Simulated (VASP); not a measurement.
# AgCl (Pm-3m) in VASP: single point with r2SCAN0

Aim: the single point of AgCl with r2SCAN0.

Program: VASP 6.6.1. These are calculated values, not measurements. Logs are shortened: lines on timing, memory, paths and dates and some standing lists are left out, and cuts for length are marked.

### Step 1. The cell of the first run

The structure is cubic, space group Pm-3m (No. 221). Conventional cell: a = 3.396 Å, b = 3.396 Å, c = 3.396 Å, α = 90.00°, β = 90.00°, γ = 90.00°. Within 3.9 Å of Ag (site symmetry m-3m) lie 8 Cl at 2.94 Å and 6 Ag at 3.40 Å. Within 3.9 Å of Cl (site symmetry m-3m) lie 8 Ag at 2.94 Å and 6 Cl at 3.40 Å.

### Step 2. Single point, r2SCAN0

Input file POSCAR:

```
AgCl
1.0
    3.3955880235      0.0000000000      0.0000000000
    0.0000000000      3.3955880235      0.0000000000
    0.0000000000      0.0000000000      3.3955880235
Ag Cl
1 1
Direct
    0.0000000000      0.0000000000      0.0000000000
    0.5000000000      0.5000000000      0.5000000000
```

Input file INCAR.step1:

```
SYSTEM = AgCl
ALGO     = Normal         ! electronic algorithm
EDIFF    = 1E-5           ! SCF threshold, eV
ENCUT    = 520            ! plane-wave cutoff, eV
GGA      = PE             ! functional
ISIF     = 2              ! what is computed and relaxed
ISMEAR   = 0              ! smearing method
LASPH    = .True.         ! aspherical terms in the spheres
LREAL    = .False.        ! projectors in reciprocal space
LWAVE    = .True.         ! write WAVECAR
NBANDS   = 16             ! bands
NELM     = 80             ! most SCF steps
PREC     = Accurate       ! precision mode
SIGMA    = 0.01           ! smearing width, eV
```

Input file INCAR.step2:

```
SYSTEM = AgCl
AEXX     = 0.25           ! exact-exchange fraction
ALGO     = Normal         ! electronic algorithm
EDIFF    = 1E-7           ! SCF threshold, eV
ENCUT    = 520            ! plane-wave cutoff, eV
ISIF     = 2              ! what is computed and relaxed
ISMEAR   = 0              ! smearing method
ISTART   = 1            
LASPH    = .True.         ! aspherical terms in the spheres
LCHARG   = .True.         ! write CHGCAR
LELF     = .True.         ! ELF
LHFCALC  = .True.         ! exact exchange
LMIXTAU  = .True.       
LREAL    = .False.        ! projectors in reciprocal space
LVHAR    = .True.       
LWAVE    = .False.        ! write WAVECAR
METAGGA  = R2SCAN         ! meta-GGA
NBANDS   = 16             ! bands
NELM     = 80             ! most SCF steps
PREC     = Accurate       ! precision mode
PRECFOCK = Normal       
SIGMA    = 0.01           ! smearing width, eV
```

Input file KPOINTS:

```
k-points
0
Gamma
  6 6 6
  0 0 0
```

Potentials or basis: VASP PAW PBE potentials, release 64 (Ag, Cl).

Run with:

```bash
$ cat potpaw_PBE.64/Ag/POTCAR potpaw_PBE.64/Cl/POTCAR > POTCAR
$ cp INCAR.step1 INCAR
$ mpirun -np 1 vasp_std > vasp.out
$ cp INCAR.step2 INCAR
$ mpirun -np 1 vasp_std > vasp.out
```

OUTCAR:

```text
SYSTEM = AgCl
   AEXX = 0.25
   EDIFF = 1E-7
   ENCUT = 520
   ISIF = 2
   ISMEAR = 0
   ISTART = 1
   LASPH = .True.
   LHFCALC = .True.
   LREAL = .False.
   METAGGA = R2SCAN
   NELM = 80
   PREC = Accurate
   PRECFOCK = Normal

 ion  position               nearest neighbor table
   1  0.000  0.000  0.000-   2 2.94   2 2.94   2 2.94   2 2.94   2 2.94   2 2.94   2 2.94   2 2.94

   2  0.500  0.500  0.500-   1 2.94   1 2.94   1 2.94   1 2.94   1 2.94   1 2.94   1 2.94   1 2.94

  LATTYP: Found a simple cubic cell.
 ALAT       =     3.3955880235

  Lattice vectors:

 A1 = (   3.3955880235,   0.0000000000,   0.0000000000)
 A2 = (   0.0000000000,   3.3955880235,   0.0000000000)
 A3 = (   0.0000000000,   0.0000000000,   3.3955880235)

Analysis of symmetry for initial positions (statically):
=====================================================================
 Subroutine PRICEL returns:
 Original cell was already a primitive cell.

 Routine SETGRP: Setting up the symmetry group for a
 simple cubic supercell.

 Subroutine GETGRP returns: Found 48 space group operations
 (whereof 48 operations were pure point group operations)
 out of a pool of 48 trial point group operations.

The static configuration has the point symmetry O_h .

Analysis of symmetry for dynamics (positions and initial velocities):
=====================================================================
 Subroutine PRICEL returns:
 Original cell was already a primitive cell.

 Routine SETGRP: Setting up the symmetry group for a
 simple cubic supercell.

 Subroutine GETGRP returns: Found 48 space group operations
 (whereof 48 operations were pure point group operations)
 out of a pool of 48 trial point group operations.

The dynamic configuration has the point symmetry O_h .

 Subroutine INISYM returns: Found 48 space group operations
 (whereof 48 operations are pure point group operations),
 and found     1 'primitive' translations

----------------------------------------------------------------------------------------

                                     Primitive cell

  volume of cell :      39.1512

  direct lattice vectors                    reciprocal lattice vectors
     3.395588024  0.000000000  0.000000000     0.294499802  0.000000000  0.000000000
     0.000000000  3.395588024  0.000000000     0.000000000  0.294499802  0.000000000
     0.000000000  0.000000000  3.395588024     0.000000000  0.000000000  0.294499802

  length of vectors
     3.395588024  3.395588024  3.395588024     0.294499802  0.294499802  0.294499802

  position of ions in fractional coordinates (direct lattice)
     0.000000000  0.000000000  0.000000000
     0.500000000  0.500000000  0.500000000

  ion indices of the primitive-cell ions
   primitive index   ion index
                 1           1
                 2           2

----------------------------------------------------------------------------------------

 KPOINTS: k-points

Automatic generation of k-mesh.
 Grid dimensions read from file:
 generate k-points for:    6    6    6

 Generating k-lattice:

  Cartesian coordinates                     Fractional coordinates (reciprocal lattice)
     0.049083300  0.000000000  0.000000000     0.166666667  0.000000000  0.000000000
     0.000000000  0.049083300  0.000000000     0.000000000  0.166666667  0.000000000
     0.000000000  0.000000000  0.049083300     0.000000000  0.000000000  0.166666667

  Length of vectors
     0.049083300  0.049083300  0.049083300

  Shift w.r.t. Gamma in fractional coordinates (k-lattice)
     0.000000000  0.000000000  0.000000000

 Subroutine IBZKPT returns following result:
 ===========================================

 Found     20 irreducible k-points:

 Following reciprocal coordinates:
            Coordinates               Weight
  0.000000  0.000000  0.000000      1.000000
  0.166667  0.000000  0.000000      6.000000
  0.333333  0.000000  0.000000      6.000000
  0.500000  0.000000  0.000000      3.000000
  0.166667  0.166667  0.000000     12.000000
  0.333333  0.166667  0.000000     24.000000
[... 12 lines left out ...]
  0.500000  0.500000  0.333333      6.000000
  0.500000  0.500000  0.500000      1.000000
   k-points           NKPTS =     20   k-points in BZ     NKDIM =    216   number of bands    NBANDS=     16
   number of dos      NEDOS =    301   number of ions     NIONS =      2
   total plane-waves  NPLWV =  21952
   dimension x,y,z NGX =    28 NGY =   28 NGZ =   28
   dimension x,y,z NGXF=    56 NGYF=   56 NGZF=   56
   ions per type =               1   1
   NGX,Y,Z   is equivalent  to a cutoff of  13.71, 13.71, 13.71 a.u.
   NGXF,Y,Z  is equivalent  to a cutoff of  27.42, 27.42, 27.42 a.u.
 SYSTEM =  AgCl
   PREC   = accura    normal or accurate (medium, high low for compatibility)
   ISTART =      1    job   : 0-new  1-cont  2-samecut
   ICHARG =      0    charge: 1-file 2-atom 10-const
   ISPIN  =      1    spin polarized calculation?
   LNONCOLLINEAR =      F non collinear calculations
   LSORBIT =      F    spin-orbit coupling
   LASPH  =      T    aspherical Exc in radial PAW
   ENCUT  =  520.0 eV  38.22 Ry    6.18 a.u.   6.31  6.31  6.31*2*pi/ulx,y,z
   NELM   =     80;   NELMIN=  2; NELMDL=  0     # of ELM steps
   EDIFF  = 0.1E-06   stopping-criterion for ELM
   LREAL  =      F    real-space projection
   EDIFFG = 0.1E-05   stopping-criterion for IOM
   NSW    =      0    number of steps for IOM
   IBRION =     -1    ionic relax: 0-MD 1-quasi-New 2-CG
   NFREE  =      0    steps in history (QN), initial steepest desc. (CG)
   ISIF   =      2    stress and relaxation
   ISYM   =      3    0-nonsym 1-usesym 2-fastsym
   POTIM  = 0.5000    time-step for ionic-motion
   TEBEG  =    0.0;   TEEND  =   0.0 temperature during run
   PSTRESS=    0.0 pullay stress
   NELECT =      18.0000    total number of electrons
   NUPDOWN=      -1.0000    fix difference up-down
   EMIN   =  10.00;   EMAX   =-10.00  energy-range for DOS
   EFERMI =   0.00;   METHOD = LEGACY
   ISMEAR =     0;   SIGMA  =   0.01  broadening in eV -4-tet -1-fermi 0-gaus
   EFERMI_NEDOS =   21; number of points for ismear=-14 and -15
   IALGO  =     38    algorithm
   IMIX   =      1    mixing-type and parameters
     AMIX     =   0.40;   BMIX     =  1.00
     AMIX_MAG =   1.60;   BMIX_MAG =  1.00
  volume/ion in A,a.u.               =      19.58       132.10
  Fermi-wavevector in a.u.,A,eV,Ry     =   1.263525  2.387717 21.721656  1.596497
  Thomas-Fermi vector in A             =   2.396878
   LORBIT       =      0    0 simple, 1 ext, 2 COOP (PROOUT), +10 PAW based schemes
   METAGGA = R2SCAN    functional components
   LHFCALC =     T    Hartree Fock is set to
   PRECFOCK=normal    Normal, Fast or Accurate (Low or Medium for compatibility)
   ENCUT4O =  -1.0   cutoff for four orbital integrals eV
   NKREDX  =     1    reduce k-point grid by
   NKREDY  =     1    reduce k-point grid by
   NKREDZ  =     1    reduce k-point grid by
   AEXX    =    0.2500 exact exchange contribution
   HFSCREEN=    0.0000 screening length (either q_TF or 0.3 A-1)
   HFSCREENC=   0.0000 screening length for correlation (either q_TF or 0.3 A-1)
   ENCUTFOCK=  -1.0 apply spherical cutoff to Coloumb kernel
   IVDW    =     0    specifies the selected vdW correction
   LEPSILON=     F    determine dielectric tensor
   LRPA    =     F    only Hartree local field effects (RPA)
 non-spin polarized calculation
 Gauss-broadening in eV      SIGMA  =   0.01
  energy-cutoff  :      520.00
  volume of cell :       39.15
 maximum number of plane-waves:      1068
 NGX is ok and might be reduce to    28
  NGX = 20; NGY = 20; NGZ = 20

 number of electron      18.0000002 magnetization

 Free energy of the ion-electron system (eV)
  ---------------------------------------------------
  ext. energy  EPLUGINS =         0.00000000
  ---------------------------------------------------
  free energy    TOTEN  =       -24.46468646 eV

  energy without entropy =      -24.46468646  energy(sigma->0) =      -24.46468646

 E-fermi :   2.8536     XC(G=0):  -8.6123

 val. band max:        2.7583392630   @ k =   0.5000   0.0000   0.0000
 cond. band min:       5.8740227232   @ k =   0.0000   0.0000   0.0000
 fundamental gap:      3.1156834601
 Fermi energy:         2.8535949774

 k-point     1 :       0.0000    0.0000    0.0000
  band No.  band energies     occupation
      1     -13.6425      2.00000
      2      -0.6401      2.00000
      3      -0.6401      2.00000
      4       0.3440      2.00000
      5       0.3440      2.00000
      6       0.3440      2.00000
[... 8 lines left out ...]
     15      20.0594      0.00000
     16      22.4172      0.00000

 k-point     2 :       0.1667    0.0000    0.0000
  band No.  band energies     occupation
      1     -13.5168      2.00000
      2      -0.9303      2.00000
      3      -0.6034      2.00000
      4      -0.1046      2.00000
      5      -0.1046      2.00000
      6       0.3577      2.00000
[... 8 lines left out ...]
     15      19.3946      0.00000
     16      22.2969      0.00000

 k-point     3 :       0.3333    0.0000    0.0000
  band No.  band energies     occupation
      1     -13.2446      2.00000
      2      -2.1752      2.00000
      3      -0.5760      2.00000
      4      -0.5760      2.00000
      5      -0.5285      2.00000
      6       0.3856      2.00000
[... 8 lines left out ...]
     15      21.0778      0.00000
     16      22.0613      0.00000

 k-point     4 :       0.5000    0.0000    0.0000
  band No.  band energies     occupation
      1     -13.0964      2.00000
      2      -2.7875      2.00000
      3      -0.7482      2.00000
      4      -0.7482      2.00000
      5      -0.4904      2.00000
      6       0.3997      2.00000
[... 8 lines left out ...]
     15      21.6874      0.00000
     16      21.9460      0.00000

 k-point     5 :       0.1667    0.1667    0.0000
  band No.  band energies     occupation
      1     -13.4000      2.00000
      2      -1.0094      2.00000
      3      -0.7554      2.00000
      4      -0.3140      2.00000
      5      -0.2043      2.00000
      6       0.2669      2.00000
[... 8 lines left out ...]
     15      20.2027      0.00000
     16      21.0882      0.00000

 k-point     6 :       0.3333    0.1667    0.0000
  band No.  band energies     occupation
      1     -13.1490      2.00000
      2      -1.9717      2.00000
      3      -0.7827      2.00000
      4      -0.4686      2.00000
      5      -0.3557      2.00000
      6       0.2744      2.00000
[... 8 lines left out ...]
     15      20.9080      0.00000
     16      21.2869      0.00000
[... 191 lines left out ...]
 k-point    17 :       0.3333    0.3333    0.3333
  band No.  band energies     occupation
      1     -12.6419      2.00000
      2      -1.7924      2.00000
      3      -1.7924      2.00000
      4      -1.0861      2.00000
      5       0.3403      2.00000
      6       0.3403      2.00000
[... 8 lines left out ...]
     15      19.8950      0.00000
     16      20.8124      0.00000

 k-point    18 :       0.5000    0.3333    0.3333
  band No.  band energies     occupation
      1     -12.5312      2.00000
      2      -2.0436      2.00000
      3      -1.9498      2.00000
      4      -1.3459      2.00000
      5       0.3662      2.00000
      6       0.5447      2.00000
[... 8 lines left out ...]
     15      20.4995      0.00000
     16      22.5119      0.00000

 k-point    19 :       0.5000    0.5000    0.3333
  band No.  band energies     occupation
      1     -12.4193      2.00000
      2      -2.1349      2.00000
      3      -2.1349      2.00000
      4      -1.8168      2.00000
      5       0.4776      2.00000
      6       0.7551      2.00000
[... 8 lines left out ...]
     15      23.1213      0.00000
     16      23.1213      0.00000

 k-point    20 :       0.5000    0.5000    0.5000
  band No.  band energies     occupation
      1     -12.2991      2.00000
      2      -2.3097      2.00000
      3      -2.3097      2.00000
      4      -2.3097      2.00000
      5       0.7628      2.00000
      6       0.7628      2.00000
[... 8 lines left out ...]
     15      23.9607      0.00000
     16      23.9607      0.00000

------------------------ aborting loop because EDIFF is reached ----------------------------------------

  FORCE on cell =-STRESS in cart. coord.  units (eV):
  Direction    XX          YY          ZZ          XY          YZ          ZX
  --------------------------------------------------------------------------------------
  -------------------------------------------------------------------------------------
  Total        0.0156317      0.0156317      0.0156317      0.0000000      0.0000000     -0.0000000
  in kB        0.6396929      0.6396929      0.6396929      0.0000000      0.0000000     -0.0000000
  external PRESSURE =       0.6396929 kB  Pullay stress =       0.0000000 kB

 VOLUME and BASIS-vectors are now :
 -----------------------------------------------------------------------------
  energy-cutoff  :      520.00
  volume of cell :       39.15
      direct lattice vectors                 reciprocal lattice vectors
     3.395588024  0.000000000  0.000000000     0.294499802  0.000000000  0.000000000
     0.000000000  3.395588024  0.000000000     0.000000000  0.294499802  0.000000000
     0.000000000  0.000000000  3.395588024     0.000000000  0.000000000  0.294499802

 POSITION                                       TOTAL-FORCE (eV/Angst)
 -----------------------------------------------------------------------------------
      0.00000      0.00000      0.00000         0.000000      0.000000      0.000000
      1.69779      1.69779      1.69779         0.000000      0.000000      0.000000
 -----------------------------------------------------------------------------------
    total drift:                               -0.000000     -0.000000     -0.000000

  FREE ENERGIE OF THE ION-ELECTRON SYSTEM (eV)
  ---------------------------------------------------
  free  energy   TOTEN  =       -24.4646864641 eV

  energy  without entropy=      -24.4646864641  energy(sigma->0) =      -24.46468646
```

It took 1.5 h on 1 thread of Intel Xeon 8259CL, shared host; peak memory 0.19 GiB.

What came out:

```
Free energy            : -24.4647 eV
Pressure               : 0.1 GPa
Band gap on the k mesh : 3.12 eV (least direct gap 4.71 eV)
```

Caveat: the PAW data sets were made with another functional, which shifts forces and pressure a little. A k mesh can miss the band edges.
